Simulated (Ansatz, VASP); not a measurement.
# C in VASP and in Ansatz

INCAR

```
PREC = Accurate
ENCUT = 520
EDIFF = 1E-7
ISMEAR = 0
SIGMA = 0.05
LREAL = F
LASPH = T
NELM = 80
ALGO = Normal
ISIF = 2
LWAVE = F
LCHARG = T
LELF = T
LVHAR = T
NBANDS = 11
```

File KPOINTS:

```
Automatic mesh
0
Gamma
  14 14 8
```

Contents of POSCAR:

```
C
1.0
    2.1172982844     -1.2224340469     -0.0115975247
    2.1172982844      1.2224340469     -0.0115975247
   -1.3916690928      0.0000000000      3.3373019203
C
2
Direct
    0.8333830096      0.8333830096      0.0001497828
    0.1666169904      0.1666169904      0.9998502172
```

Input for Ansatz:

```yaml
crystal:
  lattice:
    - [2.1172982844, -1.2224340469, -0.0115975247]
    - [2.1172982844, 1.2224340469, -0.0115975247]
    - [-1.3916690928, 0.0, 3.3373019203]
  atoms:
    - { symbol: C, position: [0.8333830096, 0.8333830096, 0.0001497828] }
    - { symbol: C, position: [0.1666169904, 0.1666169904, 0.9998502172] }
basis:
  ecutwfc: 420
kpoints:
  mp_grid: { grid: [14, 14, 8] }
hamiltonian:
  xc: lda
scf:
  occupations: { method: gaussian, width: 0.05 }
output:
  forces: true
  stress: true
  eigenvalues: true
  write_density: true
  write_potential: true
  elf: true
  volumetric_format: npy
```

Alike in both runs: task single point; functional LDA; k mesh 14 × 14 × 8; occupations gaussian, width 0.05 eV; no spin polarisation.

|  | VASP | Ansatz |
| --- | --- | --- |
| version | VASP 6.6.1 | Ansatz 0.2.0 |
| potentials or method | VASP PAW LDA potentials, release 64 (C), cutoff 520 eV | scalar-relativistic, plane waves, PAW |
| valence electrons in the cell | 8 | 8 |

```tsv
	VASP	Ansatz	Ansatz less VASP
gap on the k mesh at the Fermi level (eV)	0.65	0.65	+0.003
least direct gap on the mesh (eV)	0.65	0.65	+0.003
pressure (GPa)	0.8	0.0	-0.82
traceless stress, the component that is largest in VASP (GPa)	-0.94	-0.01	+0.934
```

LDA's correlation is that of Perdew and Zunger in VASP and of Perdew and Wang (1992) in Ansatz.
